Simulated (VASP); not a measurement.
## NiGe15: single point with PBEsol+U

The system is NiGe15.

```
CELL_PARAMETERS angstrom
0.00000 5.65754 5.65754
5.65754 0.00000 5.65754
5.65754 5.65754 0.00000
ATOMIC_POSITIONS crystal
Ni 0.00000 0.00000 0.00000
Ge 0.00453 0.00453 0.49547
Ge 0.00453 0.49547 0.00453
Ge 0.00453 0.49547 0.49547
Ge 0.49547 0.00453 0.00453
Ge 0.49547 0.00453 0.49547
Ge 0.49547 0.49547 0.00453
Ge 0.50000 0.50000 0.50000
Ge 0.11568 0.11568 0.11568
Ge 0.11568 0.11568 0.65297
Ge 0.11568 0.65297 0.11568
Ge 0.11934 0.62689 0.62689
Ge 0.65297 0.11568 0.11568
Ge 0.62689 0.11934 0.62689
Ge 0.62689 0.62689 0.11934
Ge 0.62689 0.62689 0.62689
```

```json
{
 "Program": "VASP 6.6.1",
 "Task": "single point",
 "Functional": "PBEsol",
 "Potentials or basis": "VASP PAW PBE potentials, release 64 (Ni, Ge_d)",
 "Cutoff": "520 eV",
 "k mesh": "3 × 3 × 3",
 "Occupations": "gaussian, width 0.05 eV",
 "Spin": "no spin polarisation",
 "Hubbard terms": "Ni d U = 7.0 eV",
 "Dipole correction": "no",
 "Further INCAR settings": "LREAL = Auto; ALGO = Normal; EDIFF = 1e-06; NBANDS = 124"
}
```

```
Pressure               : -1.9 GPa
Largest force          : 0.339 eV/Å
Band gap on the k mesh : zero (bands 110 and 111 overlap by 0.98 eV)
```

Forces on the atoms (eV/Å):
```
Ni   0.000  0.000  0.000
Ge   0.000  0.000  0.016
Ge   0.000  0.016  0.000
Ge  -0.016  0.000  0.000
Ge   0.016  0.000  0.000
Ge   0.000 -0.016  0.000
Ge   0.000  0.000 -0.016
Ge   0.000  0.000  0.000
Ge  -0.196 -0.196 -0.196
Ge   0.196  0.196 -0.196
Ge   0.196 -0.196  0.196
Ge   0.002 -0.002 -0.002
Ge  -0.196  0.196  0.196
Ge  -0.002  0.002 -0.002
Ge  -0.002 -0.002  0.002
Ge   0.002  0.002  0.002
```

Levels at points of the mesh, in eV from the Fermi level:
```csv
k point,band 105,band 106,band 107,band 108,band 109,band 110,band 111,band 112,band 113,band 114
"(0.00, 0.00, 0.00)",-0.33,-0.33,0.18,0.18,0.18,0.83,1.02,1.02,1.02,1.38
```

Eigenvalues of the final occupation matrices:
```
    site  spin  trace               eigenvalues
site 1 d     1   4.44  0.87 0.87 0.87 0.92 0.92
site 1 d     2   4.44  0.87 0.87 0.87 0.92 0.92
```

Run time: 4.9 min on 1 thread of Intel(R) Xeon(R) Platinum 8559C (Emerald Rapids) (shared host), peak memory 0.52 GiB.

Caveat: the PAW data sets were made with another functional, which shifts forces and pressure a little; U without spin polarisation on a metal has little footing; the U is typed as a test and isn't derived for this compound. Spin polarisation is off, so any magnetic state and its effect on volume and gap are missing.
